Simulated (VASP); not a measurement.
# In (Cmce) in VASP: single point with r2SCAN

Aim: the single point of In with r2SCAN.

All numbers are computed with VASP 6.6.1; they aren't measurements. Logs are shortened: lines on timing, memory, paths and dates and some standing lists are left out, and cuts for length are marked.

## 1. The cell of the first run

The typed cell holds 4 atoms: a = 3.375 Å, b = 3.375 Å, c = 9.411 Å, α = 90.00°, β = 90.00°, γ = 78.42°.

## 2. Single point, r2SCAN

Input file POSCAR:

```
In
1.0
    2.6152835103     -2.1337413692      0.0000000000
    2.6152835103      2.1337413692      0.0000000000
    0.0000000000      0.0000000000      9.4113454468
In
4
Direct
    0.7503501527      0.2496498473      0.1249906150
    0.7496498473      0.2503501527      0.6249906150
    0.2496498473      0.7503501527      0.8750093850
    0.2503501527      0.7496498473      0.3750093850
```

Input file INCAR.step1:

```
SYSTEM = In
  PREC = Accurate
  ENCUT = 520
  ISMEAR = 0
  SIGMA = 0.1
  LREAL = .FALSE.
  LASPH = .TRUE.
  NELM = 100
  NBANDS = 34
  GGA = PE
  ALGO = Normal
  EDIFF = 1E-4
  LWAVE = .TRUE.
  LCHARG = .FALSE.
```

Input file INCAR.step2:

```
SYSTEM = In
  PREC = Accurate
  ENCUT = 520
  EDIFF = 1E-6
  ISMEAR = 0
  SIGMA = 0.1
  LREAL = .FALSE.
  LASPH = .TRUE.
  NELM = 100
  ALGO = Normal
  ISIF = 2
  LWAVE = .FALSE.
  LCHARG = .FALSE.
  METAGGA = R2SCAN
  LMIXTAU = .TRUE.
  NBANDS = 34
  ISTART = 1
```

Input file KPOINTS:

```
regular mesh
0
G
  6 6 2
  0 0 0
```

Potentials or basis: VASP PAW PBE potentials, release 64 (In_d).

Launch:

```bash
$ cat potpaw_PBE.64/In_d/POTCAR > POTCAR
$ cp INCAR.step1 INCAR
$ mpirun -np 1 vasp_std > vasp.out
$ cp INCAR.step2 INCAR
$ mpirun -np 1 vasp_std > vasp.out
```

OUTCAR:

```text
SYSTEM = In
   PREC = Accurate
   ENCUT = 520
   EDIFF = 1E-6
   ISMEAR = 0
   LREAL = .FALSE.
   LASPH = .TRUE.
   NELM = 100
   ISIF = 2
   METAGGA = R2SCAN
   ISTART = 1

 ion  position               nearest neighbor table
   1  0.750  0.250  0.125-   3 3.17   4 3.18   4 3.18   3 3.18   3 3.52   3 3.52   4 3.52   4 3.52

   2  0.750  0.250  0.625-   4 3.17   3 3.18   3 3.18   4 3.18   4 3.52   4 3.52   3 3.52   3 3.52

   3  0.250  0.750  0.875-   1 3.17   2 3.18   2 3.18   1 3.18   1 3.52   1 3.52   2 3.52   2 3.52

   4  0.250  0.750  0.375-   2 3.17   1 3.18   1 3.18   2 3.18   2 3.52   2 3.52   1 3.52   1 3.52

  LATTYP: Found a base centered orthorhombic cell.
 ALAT       =     4.2674827384
 B/A-ratio  =     1.2256797136
 C/A-ratio  =     2.2053622765

  Lattice vectors:

 A1 = (  -2.6152835103,  -2.1337413692,   0.0000000000)
 A2 = (   2.6152835103,  -2.1337413692,   0.0000000000)
 A3 = (   0.0000000000,   0.0000000000,   9.4113454468)

Analysis of symmetry for initial positions (statically):
=====================================================================
 Subroutine PRICEL returns:
 Original cell was already a primitive cell.

 Routine SETGRP: Setting up the symmetry group for a
 base centered orthorhombic supercell.

 Subroutine GETGRP returns: Found  8 space group operations
 (whereof  4 operations were pure point group operations)
 out of a pool of  8 trial point group operations.

The static configuration has the point symmetry C_2h.
 The point group associated with its full space group is D_2h.

Analysis of symmetry for dynamics (positions and initial velocities):
=====================================================================
 Subroutine PRICEL returns:
 Original cell was already a primitive cell.

 Routine SETGRP: Setting up the symmetry group for a
 base centered orthorhombic supercell.

 Subroutine GETGRP returns: Found  8 space group operations
 (whereof  4 operations were pure point group operations)
 out of a pool of  8 trial point group operations.

The dynamic configuration has the point symmetry C_2h.
 The point group associated with its full space group is D_2h.

 Subroutine INISYM returns: Found  8 space group operations
 (whereof  4 operations are pure point group operations),
 and found     1 'primitive' translations

----------------------------------------------------------------------------------------

                                     Primitive cell

  volume of cell :     105.0370

  direct lattice vectors                    reciprocal lattice vectors
     2.615283510 -2.133741369  0.000000000     0.191183861 -0.234330180  0.000000000
     2.615283510  2.133741369  0.000000000     0.191183861  0.234330180  0.000000000
     0.000000000  0.000000000  9.411345447     0.000000000  0.000000000  0.106254733

  length of vectors
     3.375286665  3.375286665  9.411345447     0.302426689  0.302426689  0.106254733

  position of ions in fractional coordinates (direct lattice)
     0.750350153  0.249649847  0.124990615
     0.749649847  0.250350153  0.624990615
     0.249649847  0.750350153  0.875009385
     0.250350153  0.749649847  0.375009385

  ion indices of the primitive-cell ions
   primitive index   ion index
                 1           1
                 2           2
                 3           3
                 4           4

----------------------------------------------------------------------------------------

 KPOINTS: regular mesh

Automatic generation of k-mesh.
 Grid dimensions read from file:
 generate k-points for:    6    6    2

 Generating k-lattice:

  Cartesian coordinates                     Fractional coordinates (reciprocal lattice)
     0.031863977 -0.039055030  0.000000000     0.166666667  0.000000000  0.000000000
     0.031863977  0.039055030  0.000000000     0.000000000  0.166666667  0.000000000
     0.000000000  0.000000000  0.053127367     0.000000000  0.000000000  0.500000000

  Length of vectors
     0.050404448  0.050404448  0.053127367

  Shift w.r.t. Gamma in fractional coordinates (k-lattice)
     0.000000000  0.000000000  0.000000000

 Subroutine IBZKPT returns following result:
 ===========================================

 Found     26 irreducible k-points:

 Following reciprocal coordinates:
            Coordinates               Weight
  0.000000  0.000000  0.000000      1.000000
  0.166667  0.000000  0.000000      4.000000
  0.333333 -0.000000  0.000000      4.000000
  0.500000  0.000000  0.000000      2.000000
  0.166667  0.166667  0.000000      2.000000
  0.333333  0.166667  0.000000      4.000000
[... 16 lines left out ...]
  0.333333  0.333333  0.500000      2.000000
  0.500000  0.333333  0.500000      4.000000
 [... further k-points ...]
   k-points           NKPTS =     26   k-points in BZ     NKDIM =     26   number of bands    NBANDS=     34
   number of dos      NEDOS =    301   number of ions     NIONS =      4
   total plane-waves  NPLWV =  54880
   dimension x,y,z NGX =    28 NGY =   28 NGZ =   70
   dimension x,y,z NGXF=    56 NGYF=   56 NGZF=  140
   ions per type =               4
   NGX,Y,Z   is equivalent  to a cutoff of  13.79, 13.79, 12.37 a.u.
   NGXF,Y,Z  is equivalent  to a cutoff of  27.58, 27.58, 24.73 a.u.
 SYSTEM =  In
   PREC   = accura    normal or accurate (medium, high low for compatibility)
   ISTART =      1    job   : 0-new  1-cont  2-samecut
   ICHARG =      0    charge: 1-file 2-atom 10-const
   ISPIN  =      1    spin polarized calculation?
   LNONCOLLINEAR =      F non collinear calculations
   LSORBIT =      F    spin-orbit coupling
   LASPH  =      T    aspherical Exc in radial PAW
   ENCUT  =  520.0 eV  38.22 Ry    6.18 a.u.   6.28  6.28 17.50*2*pi/ulx,y,z
   NELM   =    100;   NELMIN=  2; NELMDL=  0     # of ELM steps
   EDIFF  = 0.1E-05   stopping-criterion for ELM
   LREAL  =      F    real-space projection
   EDIFFG = 0.1E-04   stopping-criterion for IOM
   NSW    =      0    number of steps for IOM
   IBRION =     -1    ionic relax: 0-MD 1-quasi-New 2-CG
   NFREE  =      0    steps in history (QN), initial steepest desc. (CG)
   ISIF   =      2    stress and relaxation
   ISYM   =      2    0-nonsym 1-usesym 2-fastsym
   POTIM  = 0.5000    time-step for ionic-motion
   TEBEG  =    0.0;   TEEND  =   0.0 temperature during run
   PSTRESS=    0.0 pullay stress
   NELECT =      52.0000    total number of electrons
   NUPDOWN=      -1.0000    fix difference up-down
   EMIN   =  10.00;   EMAX   =-10.00  energy-range for DOS
   EFERMI =   0.00;   METHOD = LEGACY
   ISMEAR =     0;   SIGMA  =   0.10  broadening in eV -4-tet -1-fermi 0-gaus
   EFERMI_NEDOS =   21; number of points for ismear=-14 and -15
   IALGO  =     38    algorithm
   IMIX   =      4    mixing-type and parameters
     AMIX     =   0.40;   BMIX     =  1.00
     AMIX_MAG =   1.60;   BMIX_MAG =  1.00
  volume/ion in A,a.u.               =      26.26       177.21
  Fermi-wavevector in a.u.,A,eV,Ry     =   1.295076  2.447338 22.819982  1.677221
  Thomas-Fermi vector in A             =   2.426618
   LORBIT       =      0    0 simple, 1 ext, 2 COOP (PROOUT), +10 PAW based schemes
   METAGGA = R2SCAN    functional components
   LHFCALC =     F    Hartree Fock is set to
   AEXX    =    0.0000 exact exchange contribution
   IVDW    =     0    specifies the selected vdW correction
   LEPSILON=     F    determine dielectric tensor
   LRPA    =     F    only Hartree local field effects (RPA)
 non-spin polarized calculation
 Gauss-broadening in eV      SIGMA  =   0.10
  energy-cutoff  :      520.00
  volume of cell :      105.04
 maximum number of plane-waves:      2854
 NGX is ok and might be reduce to    28
   NGX = 13   NGY = 13   NGZ = 35

 number of electron      52.0000012 magnetization

 Free energy of the ion-electron system (eV)
  ---------------------------------------------------
  ext. energy  EPLUGINS =         0.00000000
  ---------------------------------------------------
  free energy    TOTEN  =       -90.43970784 eV

  energy without entropy =      -90.43847877  energy(sigma->0) =      -90.43909331

 E-fermi :   7.2286     XC(G=0): -11.0492

 val. band max:        7.0900439529   @ k =   0.3333   0.3333   0.0000
 cond. band min:       7.3006040744   @ k =   0.5000   0.5000   0.0000
 fundamental gap:      0.2105601215
 Fermi energy:         7.2285933111

 k-point     1 :       0.0000    0.0000    0.0000
  band No.  band energies     occupation
      1      -7.9957      2.00000
      2      -7.9421      2.00000
      3      -7.9133      2.00000
      4      -7.8808      2.00000
      5      -7.8807      2.00000
      6      -7.7646      2.00000
[... 26 lines left out ...]
     33      14.6888      0.00000
     34      15.5628      0.00000

 k-point     2 :       0.1667    0.0000    0.0000
  band No.  band energies     occupation
      1      -7.9463      2.00000
      2      -7.9153      2.00000
      3      -7.8594      2.00000
      4      -7.8572      2.00000
      5      -7.8572      2.00000
      6      -7.7759      2.00000
[... 26 lines left out ...]
     33      15.2424      0.00000
     34      15.8092      0.00000

 k-point     3 :       0.3333   -0.0000    0.0000
  band No.  band energies     occupation
      1      -7.8721      2.00000
      2      -7.8681      2.00000
      3      -7.8680      2.00000
      4      -7.8446      2.00000
      5      -7.8439      2.00000
      6      -7.8435      2.00000
[... 26 lines left out ...]
     33      14.1249      0.00000
     34      15.8725      0.00000
[... 704 lines left out ...]
 k-point    23 :       0.3333    0.3333    0.5000
  band No.  band energies     occupation
      1      -7.9517      2.00000
      2      -7.9517      2.00000
      3      -7.8732      2.00000
      4      -7.8732      2.00000
      5      -7.8307      2.00000
      6      -7.8307      2.00000
[... 26 lines left out ...]
     33      11.8405      0.00000
     34      11.8405      0.00000

 k-point    24 :       0.5000    0.3333    0.5000
  band No.  band energies     occupation
      1      -7.9748      2.00000
      2      -7.9748      2.00000
      3      -7.8910      2.00000
      4      -7.8910      2.00000
      5      -7.8236      2.00000
      6      -7.8236      2.00000
[... 26 lines left out ...]
     33      11.4490      0.00000
     34      11.4490      0.00000

 [... further k-points ...]

------------------------ aborting loop because EDIFF is reached ----------------------------------------

  FORCE on cell =-STRESS in cart. coord.  units (eV):
  Direction    XX          YY          ZZ          XY          YZ          ZX
  --------------------------------------------------------------------------------------
  -------------------------------------------------------------------------------------
  Total       -0.0438291      0.0412362      0.0130925      0.0000000     -0.0000000      0.0000000
  in kB       -0.6685453      0.6289948      0.1997059      0.0000000     -0.0000000      0.0000000
  external PRESSURE =       0.0533851 kB  Pullay stress =       0.0000000 kB

 VOLUME and BASIS-vectors are now :
 -----------------------------------------------------------------------------
  energy-cutoff  :      520.00
  volume of cell :      105.04
      direct lattice vectors                 reciprocal lattice vectors
     2.615283510 -2.133741369  0.000000000     0.191183861 -0.234330180  0.000000000
     2.615283510  2.133741369  0.000000000     0.191183861  0.234330180  0.000000000
     0.000000000  0.000000000  9.411345447     0.000000000  0.000000000  0.106254733

 POSITION                                       TOTAL-FORCE (eV/Angst)
 -----------------------------------------------------------------------------------
      2.61528     -1.06836      1.17633         0.000000      0.001573      0.000767
      2.61528     -1.06538      5.88200         0.000000     -0.001573      0.000767
      2.61528      1.06836      8.23502         0.000000     -0.001573     -0.000767
      2.61528      1.06538      3.52934         0.000000      0.001573     -0.000767
 -----------------------------------------------------------------------------------
    total drift:                               -0.000000     -0.000000      0.000000

  FREE ENERGIE OF THE ION-ELECTRON SYSTEM (eV)
  ---------------------------------------------------
  free  energy   TOTEN  =       -90.4397078439 eV

  energy  without entropy=      -90.4384787701  energy(sigma->0) =      -90.43909331
```

Run time: 2.8 min. Hardware: 1 thread of Intel Xeon Platinum 8488C (Sapphire Rapids), shared host; peak memory 0.26 GiB.

Results:

- Free energy: -90.4397 eV
- Pressure: 0.0 GPa
- Band gap on the k mesh: zero (bands 26 and 27 overlap by 5.24 eV)

Levels at points of the mesh, in eV from the Fermi level:
```tsv
k point	band 24	band 25	band 26	band 27	band 28	band 29
(0.00, 0.00, 0.00)	-2.22	-1.69	4.04	5.39	6.47	6.47
(0.50, 0.00, 0.00)	-4.17	-3.31	-3.31	2.08	2.08	2.21
(0.50, 0.50, 0.00)	-2.21	-0.95	-0.87	-0.87	0.07	1.35
(0.00, 0.00, 0.50)	-5.38	2.31	2.31	4.68	4.68	5.92
(0.50, 0.00, 0.50)	-5.32	-1.20	-1.20	-1.20	-1.20	5.91
(0.50, 0.50, 0.50)	-2.50	-0.61	-0.61	-0.35	-0.35	1.54
```

Caveat: the PAW data sets were made with another functional, which shifts forces and pressure a little; spin-orbit coupling is left out, which moves the levels of the heavy elements.

The gap in the log of VASP goes by the Fermi energy; the results here count the filled bands.